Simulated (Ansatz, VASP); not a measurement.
**LiTaO2: VASP beside Ansatz**

```
Li Ta O
1.0
     3.69363    0.00000    0.00000
    -1.84682    3.19878    0.00000
     0.00000    0.00000    5.71036
Li Ta O
1 1 2
Direct
  0.00000 0.00000 0.50000
  0.00000 0.00000 0.00000
  0.33333 0.66667 0.00000
  0.66667 0.33333 0.00000
```

Alike in both runs: task single point; functional PBE; k mesh 6 × 6 × 4; occupations gaussian, width 0.1 eV; collinear spin.

|  | VASP | Ansatz |
| --- | --- | --- |
| version | VASP 6.6.1 | Ansatz 0.2.0 |
| potentials or method | VASP PAW PBE potentials, release 64 (Li_sv, Ta_pv, O), cutoff 520 eV | scalar-relativistic, plane waves, PAW |
| valence electrons in the cell | 26 | 28 |

|  | VASP | Ansatz | Ansatz less VASP |
| --- | --- | --- | --- |
| gap on the k mesh at the Fermi level (eV) | none | none | - |
| net moment per atom (μB) | 0.00 | 0.00 | 0.000 |

A gap of «none» marks a metal or a gap that the smearing closes. VASP's potentials hold 26 valence electrons a cell and Ansatz's 28, so a difference there can come from the potentials and not from the codes. Ansatz's warnings: seeded moment not kept.

Spin-orbit coupling is off throughout. Noted on VASP's run: the cutoff is short for stress, so the pressure is rough.
